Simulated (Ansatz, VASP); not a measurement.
**BiTe in VASP and in Ansatz**

```xyz
2
Lattice="2.3500 1.4407 3.3173 -2.3500 1.4407 3.3173 0.0000 -2.8814 3.3173" Properties=species:S:1:pos:R:3 pbc="T T T"
Bi    0.0000    0.0000    4.9759
Te    0.0000    0.0000    0.0000
```

Change from the starting cell: strain -0.0300 x Voigt [1, -1, 0, 0, 0, 0], atoms carried along.

Alike in both runs: task single point; functional PBEsol; k mesh 12 × 12 × 12; occupations gaussian, width 0.15 eV; no spin polarisation.

|  | VASP | Ansatz |
| --- | --- | --- |
| version | VASP 6.6.1 | Ansatz 0.2.0 |
| potentials or method | VASP PAW PBE potentials, release 64 (Bi_d, Te), cutoff 520 eV | scalar-relativistic, plane waves, PAW |
| valence electrons in the cell | 21 | 31 |

```csv
,VASP,Ansatz,Ansatz less VASP
gap on the k mesh at the Fermi level (eV),none,none,-
pressure (GPa),-2.4,-2.4,+0.02
"traceless stress, the component that is largest in VASP (GPa)",-1.06,-1.06,0.000
```

VASP's potentials were made for PBE, not for PBEsol. A gap of «none» marks a metal or a gap that the smearing closes. VASP's potentials hold 21 valence electrons a cell and Ansatz's 31, so a difference there can come from the potentials and not from the codes.

Neither program's run includes spin-orbit coupling.
